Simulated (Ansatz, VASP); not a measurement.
**Ti in VASP and in Ansatz**

```
Ti
1.0
     0.00000    3.13833    3.13833
     3.13833    0.00000    3.13833
     3.13833    3.13833    0.00000
Ti
2
Direct
  0.12500 0.12500 0.12500
  0.87500 0.87500 0.87500
```

Alike in both runs: task single point; functional r2SCAN; k mesh 15 × 15 × 15; occupations fermi-dirac, width 0.05 eV; collinear spin.

|  | VASP | Ansatz |
| --- | --- | --- |
| version | VASP 6.6.1 | Ansatz 0.2.0 |
| potentials or method | VASP PAW PBE potentials, release 64 (Ti_sv), cutoff 520 eV | plane waves (500 eV) with PAW, scalar-relativistic |
| valence electrons in the cell | 24 | 24 |

Ansatz gave:

- pressure (GPa): -2.3
- net moment per atom (μB): 2.84
- size of the moment on the site where the two differ most (μB): 2.01

Task: What did VASP give for the same quantities?

Result: Pressure (GPa): -2.3; net moment per atom (μB): 2.85; size of the moment on the site where the two differ most (μB): 2.06.

VASP's potentials were made for PBE, not for r2SCAN. Site moments also hang on the region over which each program counts them. The functional is the same, so the differences come from potentials, cutoffs and numerics. Ansatz's warnings: stability check not made.
